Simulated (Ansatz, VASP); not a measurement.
## Two plane-wave programs on BN

```
B N
1.0
     3.57980   -0.09074   -0.15479
     0.09074   -3.45596   -0.04161
     0.15479   -0.04161   -3.48978
B N
4 4
Cartesian
  0.2073 -1.8953 -1.9336
  1.9308 -0.0925 -1.6397
  1.8419 -1.6473 0.0726
  0.0408 0.0218 0.0080
  2.8119 -2.8176 -2.8676
  0.9379 -1.0006 -2.7168
  1.1197 -2.3463 -1.0177
  2.5858 -0.9871 -0.9636
```

Change from the starting cell: all atoms moved at random (sigma 0.1 Å a component), cell strained at random (sigma 0.03).

Alike in both runs: task single point; functional PBE; k mesh 6 × 6 × 6; occupations gaussian, width 0.05 eV; no spin polarisation.

```csv
,VASP,Ansatz
version,VASP 6.6.1,Ansatz 0.2.0
potentials or method,"VASP PAW PBE potentials, release 64 (B, N), cutoff 520 eV","scalar-relativistic, plane waves, PAW"
valence electrons in the cell,32,32
```

|  | VASP | Ansatz | Ansatz less VASP |
| --- | --- | --- | --- |
| gap on the k mesh at the Fermi level (eV) | 1.53 | 1.55 | +0.012 |
| least direct gap on the mesh (eV) | 1.53 | 1.55 | +0.012 |
| pressure (GPa) | 74.9 | 74.5 | -0.38 |
| traceless stress, the component that is largest in VASP (GPa) | 39.00 | 38.86 | -0.138 |
| rms of the force components (eV/Å) | 4.274 | 4.267 | -0.0068 |

Atom by atom the forces differ by 0.013 eV/Å (rms over components). Both programs put the cell under a high pressure, so it lies far from rest at this level.

Noted on VASP's run: the cell as given lies far from equilibrium.
